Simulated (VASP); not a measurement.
The system is HfO2.

```
Hf O
1.0
     0.00000    2.52918    2.52918
     2.52918    0.00000    2.52918
     2.52918    2.52918    0.00000
Hf O
1 2
Direct
  0.00000 0.00000 0.00000
  0.75000 0.75000 0.75000
  0.25000 0.25000 0.25000
```

Base run:

| Quantity | Value |
| --- | --- |
| Program | VASP 6.6.1 |
| Functional | r2SCAN |
| Potentials or basis | VASP PAW PBE potentials, release 64 (Hf_pv, O) |
| Cutoff | 520 eV |
| k mesh | 8 × 8 × 8 |
| Occupations | gaussian, width 0.01 eV |
| Spin | no spin polarisation |

Its results: band gap on the k mesh 4.32 eV; pressure -3.9 GPa.

Problem. The run is repeated on the same cell with these changes: functional from r2SCAN to PBE; occupations from gaussian, width 0.01 eV to fermi-dirac, width 0.02 eV. What comes out?

Solution. Band gap on the k mesh 3.82 eV; pressure 2.1 GPa.

Caveats: spin-orbit coupling is left out, which moves the levels of the heavy elements; the cell stands under tension (at least some runs); the PAW data sets were made with another functional, which shifts forces and pressure a little (at least some runs).

A k mesh can miss the band edges.
